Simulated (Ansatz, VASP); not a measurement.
## ZnS in VASP and in Ansatz

INCAR

```
  ALGO = Normal
  EDIFF = 1E-8
  ENCUT = 520
  GGA = PE
  ISIF = 2
  ISMEAR = -1
  LASPH = True
  LCHARG = False
  LEFG = True
  LREAL = Auto
  LWAVE = False
  NBANDS = 146
  NELM = 100
  PREC = Accurate
  SIGMA = 0.02
```

File KPOINTS:

```
k-points
0
Gamma
  8 8 1
```

The input POSCAR:

```
ZnS
1.0
    3.8077342448      0.0000000000      0.0000000000
   -1.9038671224      3.2975945868      0.0000000000
    0.0000000000      0.0000000000     43.5985415700
Zn S
14 14
Direct
    0.0000000000      0.0000000000      0.1430598700
    0.3333333333      0.6666666667      0.6428739900
    0.3333333333      0.6666666667      0.2143274100
    0.6666666667      0.3333333333      0.0715385000
    0.0000000000      0.0000000000      0.8570967100
    0.0000000000      0.0000000000      0.5716086600
    0.3333333333      0.6666666667      0.7857524200
    0.3333333333      0.6666666667      0.3571669900
    0.3333333333      0.6666666667      0.0000229500
    0.0000000000      0.0000000000      0.4284679900
    0.6666666667      0.3333333333      0.9284975200
    0.6666666667      0.3333333333      0.2856930100
    0.6666666667      0.3333333333      0.4999262400
    0.6666666667      0.3333333333      0.7142539000
    0.0000000000      0.0000000000      0.1965432900
    0.6666666667      0.3333333333      0.3392897100
    0.0000000000      0.0000000000      0.9106170700
    0.3333333333      0.6666666667      0.8392478700
    0.3333333333      0.6666666667      0.4106420800
    0.6666666667      0.3333333333      0.5535983900
    0.3333333333      0.6666666667      0.2677882800
    0.6666666667      0.3333333333      0.7678544800
    0.6666666667      0.3333333333      0.9820208800
    0.3333333333      0.6666666667      0.6963381700
    0.3333333333      0.6666666667      0.0536428800
    0.0000000000      0.0000000000      0.4819530100
    0.0000000000      0.0000000000      0.6250787600
    0.6666666667      0.3333333333      0.1250989800
```

Input for Ansatz:

```yaml
crystal:
  lattice:
    - [3.8077342448, 0.0, 0.0]
    - [-1.9038671224, 3.2975945868, 0.0]
    - [0.0, 0.0, 43.59854157]
  atoms:
    - { symbol: Zn, position: [0.0, 0.0, 0.14305987] }
    - { symbol: Zn, position: [0.3333333333, 0.6666666667, 0.64287399] }
    - { symbol: Zn, position: [0.3333333333, 0.6666666667, 0.21432741] }
    - { symbol: Zn, position: [0.6666666667, 0.3333333333, 0.0715385] }
    - { symbol: Zn, position: [0.0, 0.0, 0.85709671] }
    - { symbol: Zn, position: [0.0, 0.0, 0.57160866] }
    - { symbol: Zn, position: [0.3333333333, 0.6666666667, 0.78575242] }
    - { symbol: Zn, position: [0.3333333333, 0.6666666667, 0.35716699] }
    - { symbol: Zn, position: [0.3333333333, 0.6666666667, 2.295e-05] }
    - { symbol: Zn, position: [0.0, 0.0, 0.42846799] }
    - { symbol: Zn, position: [0.6666666667, 0.3333333333, 0.92849752] }
    - { symbol: Zn, position: [0.6666666667, 0.3333333333, 0.28569301] }
    - { symbol: Zn, position: [0.6666666667, 0.3333333333, 0.49992624] }
    - { symbol: Zn, position: [0.6666666667, 0.3333333333, 0.7142539] }
    - { symbol: S, position: [0.0, 0.0, 0.19654329] }
    - { symbol: S, position: [0.6666666667, 0.3333333333, 0.33928971] }
    - { symbol: S, position: [0.0, 0.0, 0.91061707] }
    - { symbol: S, position: [0.3333333333, 0.6666666667, 0.83924787] }
    - { symbol: S, position: [0.3333333333, 0.6666666667, 0.41064208] }
    - { symbol: S, position: [0.6666666667, 0.3333333333, 0.55359839] }
    - { symbol: S, position: [0.3333333333, 0.6666666667, 0.26778828] }
    - { symbol: S, position: [0.6666666667, 0.3333333333, 0.76785448] }
    - { symbol: S, position: [0.6666666667, 0.3333333333, 0.98202088] }
    - { symbol: S, position: [0.3333333333, 0.6666666667, 0.69633817] }
    - { symbol: S, position: [0.3333333333, 0.6666666667, 0.05364288] }
    - { symbol: S, position: [0.0, 0.0, 0.48195301] }
    - { symbol: S, position: [0.0, 0.0, 0.62507876] }
    - { symbol: S, position: [0.6666666667, 0.3333333333, 0.12509898] }
kpoints:
  mp_grid: { grid: [8, 8, 1] }
scf:
  occupations: { method: fermi_dirac, width: 0.02 }
hamiltonian:
  xc: pbe
  pseudopotentials: { kind: paw }
output:
  forces: true
  stress: true
  populations: true
  efg:
    quadrupole_moments_barn: { Zn: 0.122, S: -0.0694 }
    contact_densities: true
```

Alike in both runs: task electric field gradients; functional PBE; k mesh 8 × 8 × 1; occupations fermi-dirac, width 0.02 eV; no spin polarisation.

|  | VASP | Ansatz |
| --- | --- | --- |
| version | VASP 6.6.1 | Ansatz 0.2.0 |
| potentials or method | VASP PAW PBE potentials, release 64 (Zn, S) | plane-wave PAW, scalar-relativistic |
| plane-wave cutoff (eV) | 520 | 420 |
| valence electrons in the cell | 252 | 252 |

Ansatz gave:

- gap on the k mesh at the Fermi level (eV): 2.17
- pressure (GPa): 2.3
- rms of the force components (eV/Å): 0.006
- size of Vzz on the site where it differs most (V/Å²): 0.2

Q: Estimate VASP's values.

A: gap on the k mesh at the Fermi level (eV): 2.17; pressure (GPa): 2.5; rms of the force components (eV/Å): 0.006; size of Vzz on the site where it differs most (V/Å²): 0.1.

Atom by atom the forces differ by 0.001 eV/Å (rms over components). With one functional, cell and mesh, what is left measures potentials, basis and numerics.
